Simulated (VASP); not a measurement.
# W (a cell with a defect): single point with PBEsol

System: W (a cell with a defect).

```
CELL_PARAMETERS angstrom
6.32000 0.00000 0.00000
0.00000 6.32000 0.00000
0.00000 0.00000 6.32000
ATOMIC_POSITIONS crystal
W 0.02582 0.96057 0.03717
W 0.54035 0.00040 0.02195
W 0.04937 0.46302 0.05911
W 0.99506 0.99000 0.58424
W 0.28146 0.18984 0.29582
W 0.57454 0.43736 0.02391
W 0.56248 0.97544 0.54766
W 0.77271 0.18157 0.28639
W 0.01085 0.40036 0.54608
W 0.21500 0.70152 0.45032
W 0.28226 0.23521 0.80074
W 0.55709 0.47641 0.53351
W 0.82973 0.70709 0.29631
W 0.78343 0.22911 0.78184
W 0.31051 0.73598 0.81223
W 0.80318 0.68410 0.79753
W 0.43530 0.71040 0.19070
```

- Program: VASP 6.6.1
- Task: single point
- Functional: PBEsol
- Potentials or basis: VASP PAW PBE potentials, release 64 (W_sv)
- Cutoff: 520 eV
- k mesh: 2 × 2 × 2
- Occupations: fermi-dirac, width 0.1 eV
- Spin: no spin polarisation
- Dipole correction: no
- Further INCAR settings: LREAL = Auto; ALGO = Normal; EDIFF = 1e-06; NBANDS = 133

```
Pressure               : 41.0 GPa
Largest force          : 5.206 eV/Å
Band gap on the k mesh : zero (bands 119 and 120 overlap by 0.36 eV)
```

Forces in eV/Å, atoms in the order of the input:
```
W    1.768 -0.193  0.981
W    2.672  3.342 -2.965
W    0.999 -0.383 -0.308
W    3.412 -2.126 -0.668
W    0.501  0.846  0.222
W    0.491 -2.907 -1.142
W   -3.215 -1.979 -0.042
W    2.377  2.584 -0.394
W    1.770  2.879 -1.024
W   -3.458  1.175  0.033
W    0.323 -1.138 -0.883
W   -1.108 -1.700  0.662
W   -1.953  0.045 -0.019
W   -1.426 -2.189  3.424
W   -0.654 -1.605  0.181
W   -0.108  2.586 -0.253
W   -2.391  0.763  2.195
```

Stress tensor (GPa, compression positive):
```
 38.14   0.35 -11.84
  0.35  44.33   0.03
-11.84   0.03  40.53
```

Levels at points of the mesh, in eV from the Fermi level:
```
           k point  band 117  band 118  band 119  band 120  band 121  band 122
(0.00, 0.00, 0.00)      0.00      0.12      0.23      0.31      0.47      0.58
(0.50, 0.00, 0.00)     -0.29     -0.19      0.00      0.23      0.43      0.58
(0.00, 0.50, 0.00)     -0.47     -0.42     -0.34     -0.01      0.16      0.32
(0.00, 0.00, 0.50)     -0.35     -0.13     -0.07      0.10      0.29      0.34
(0.50, 0.50, 0.00)     -0.49     -0.33     -0.16     -0.09      0.37      0.45
(0.00, 0.50, 0.50)     -0.63     -0.42     -0.12      0.06      0.21      0.52
(0.50, 0.00, 0.50)     -0.72     -0.44     -0.42     -0.13      0.05      0.18
(0.50, 0.50, 0.50)     -0.97     -0.60     -0.19      0.05      0.36      0.69
```

It took 6.9 min on 1 thread of Intel(R) Xeon(R) Platinum 8559C (Emerald Rapids) (shared host), peak memory 0.42 GiB.

Caveat: the k points lie up to 0.50 Å⁻¹ apart; the atoms stand as in a frame of molecular dynamics; the PAW data sets were made with another functional, which shifts forces and pressure a little; spin-orbit coupling is left out, which moves the levels of the heavy elements.
